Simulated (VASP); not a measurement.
Set up this calculation in VASP 6.6.1, as the native input.

```
Task                   : single point
Functional             : LDA
Potentials or basis    : VASP PAW LDA potentials, release 64 (Rb_sv, Na_pv, Sb, Cl)
Cutoff                 : 520 eV
k mesh                 : 2 × 2 × 2
Occupations            : gaussian, width 0.01 eV
Spin                   : no spin polarisation
Dipole correction      : no
Further INCAR settings : ALGO = Normal; EDIFF = 1e-07; NBANDS = 47
```

The structure of Rb2NaSbCl6 lies in POSCAR:

```
Rb2NaSbCl6
1.0
    0.0000000000      5.4240140000      5.4240140000
    5.4240140000      0.0000000000      5.4240140000
    5.4240140000      5.4240140000      0.0000000000
Rb Na Sb Cl
2 1 1 6
Direct
    0.7500000000      0.7500000000      0.7500000000
    0.2500000000      0.2500000000      0.2500000000
    0.5000000000      0.5000000000      0.5000000000
    0.0000000000      0.0000000000      0.0000000000
    0.7549370000      0.2450630000      0.2450630000
    0.2450630000      0.2450630000      0.7549370000
    0.2450630000      0.7549370000      0.7549370000
    0.2450630000      0.7549370000      0.2450630000
    0.7549370000      0.2450630000      0.7549370000
    0.7549370000      0.7549370000      0.2450630000
```

These files were run (other wordings do the same):

INCAR

```
ALGO = Normal
EDIFF = 1E-7
ENCUT = 520
ISIF = 2
ISMEAR = 0
LASPH = True
LCHARG = True
LELF = True
LREAL = False
LVHAR = True
LWAVE = False
NBANDS = 47
NELM = 100
PREC = Accurate
SIGMA = 0.01
```

KPOINTS

```
k-points
0
Gamma
  2 2 2
```

Potentials or basis: VASP PAW LDA potentials, release 64 (Rb_sv, Na_pv, Sb, Cl).

Launch:

```console
$ cat potpaw_LDA.64/Rb_sv/POTCAR potpaw_LDA.64/Na_pv/POTCAR potpaw_LDA.64/Sb/POTCAR potpaw_LDA.64/Cl/POTCAR > POTCAR
$ mpirun -np 1 vasp_std > vasp.out
```

Results of the run:

```
Pressure               : -2.6 GPa
Largest force          : 0.139 eV/Å
Band gap on the k mesh : 2.92 eV (least direct gap 3.07 eV)
```

Caveat: the k points lie up to 0.50 Å⁻¹ apart; spin-orbit coupling is left out, which moves the levels of the heavy elements.

It took 100 s on 1 thread of AMD EPYC 7R13, with other jobs on the host, peak memory 0.37 GiB.
